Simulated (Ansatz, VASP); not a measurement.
**One calculation of Eu, two programs**

INCAR

```
AGGAC = 1.0
AGGAX = 1.0
ALDAC = 0.0
ALDAX = 1.0
ALGO = Normal
EDIFF = 1E-6
ENCUT = 520
GGA = B5
ISIF = 2
ISMEAR = -1
ISPIN = 2
LASPH = T
LCHARG = F
LMAXMIX = 6
LORBIT = 11
LREAL = F
LWAVE = F
MAGMOM = 9.1
NBANDS = 18
NELM = 150
PREC = Accurate
SIGMA = 0.1
```

The input KPOINTS:

```
k-points
0
Gamma
  9 9 9
```

File POSCAR:

```
Eu
1.0
    3.9446700000      0.0000000000      0.0000000000
    1.9723350000      3.4161844295      0.0000000000
    1.9723350000      1.1387281432      3.2208095679
Eu
1
Direct
    0.0000000000      0.0000000000      0.0000000000
```

Input for Ansatz:

```yaml
crystal:
  lattice:
    - [3.94467, 0.0, 0.0]
    - [1.9723350000000004, 3.4161844295463615, 0.0]
    - [1.9723350000000004, 1.1387281431821206, 3.2208095678881725]
  atoms:
    - { symbol: Eu, position: [0.0, 0.0, 0.0] }
basis:
  ecutwfc: 421.77648681281397
kpoints:
  mp_grid:
    grid: [9, 9, 9]
hamiltonian:
  xc: blyp
magnetization:
  spin_polarized: true
  per_species:
    Eu: 9.1
scf:
  occupations:
    method: fermi_dirac
    width: 0.1
```

Alike in both runs: task single point; functional BLYP; k mesh 9 × 9 × 9; occupations fermi-dirac, width 0.1 eV; collinear spin.

|  | VASP | Ansatz |
| --- | --- | --- |
| version | VASP 6.6.1 | Ansatz 0.2.0 |
| potentials or method | VASP PAW PBE potentials, release 64 (Eu), cutoff 520 eV | plane waves, PAW |
| valence electrons in the cell | 17 | 17 |

|  | VASP | Ansatz | Ansatz less VASP |
| --- | --- | --- | --- |
| net moment per atom (μB) | 7.29 | 7.29 | 0.000 |
| size of the moment on the site where the two differ most (μB) | 6.70 | 7.08 | +0.376 |

VASP's potentials were made for PBE, not for BLYP. Site moments also hang on the region over which each program counts them. The functional is the same, so the differences come from potentials, cutoffs and numerics. Ansatz's warnings: given moment on shells.

Neither program's run includes spin-orbit coupling.
